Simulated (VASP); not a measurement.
A run of VASP 6.6.1 is set up as follows.

Contents of INCAR:

```
PREC = Accurate
ENCUT = 520
EDIFF = 1E-6
ISMEAR = 0
SIGMA = 0.05
LREAL = False
LASPH = True
NELM = 60
ALGO = Normal
ISIF = 2
LWAVE = False
LCHARG = True
GGA = RE
IVDW = 13
LELF = True
LVHAR = True
NBANDS = 15
```

Contents of KPOINTS:

```
regular mesh
0
Gamma
  8 8 8
```

Contents of POSCAR:

```
ZrC
1.0
    0.0000000000      2.3089037089      2.3089037089
    2.3089037089      0.0000000000      2.3089037089
    2.3089037089      2.3089037089      0.0000000000
Zr C
1 1
Direct
    0.5000000000      0.5000000000      0.5000000000
    0.0000000000      0.0000000000      0.0000000000
```

Potentials or basis: VASP PAW PBE potentials, release 64 (Zr_sv, C).

Run with:

```sh
$ cat potpaw_PBE.64/Zr_sv/POTCAR potpaw_PBE.64/C/POTCAR > POTCAR
$ mpirun -np 1 vasp_std > vasp.out
```

Task: Predict the pressure.

Result: 10.3 GPa.

Task: Predict the dispersion energy per atom.

Result: -0.451 eV.

Task: Estimate the band gap on the k mesh.

Result: Zero (band 8 reaches 11.26 eV, above the bottom of band 9 at 9.93 eV).

Caveat: the PAW data sets were made with another functional, which shifts forces and pressure a little; pairwise dispersion overbinds metals, which lowers pressure and volume.
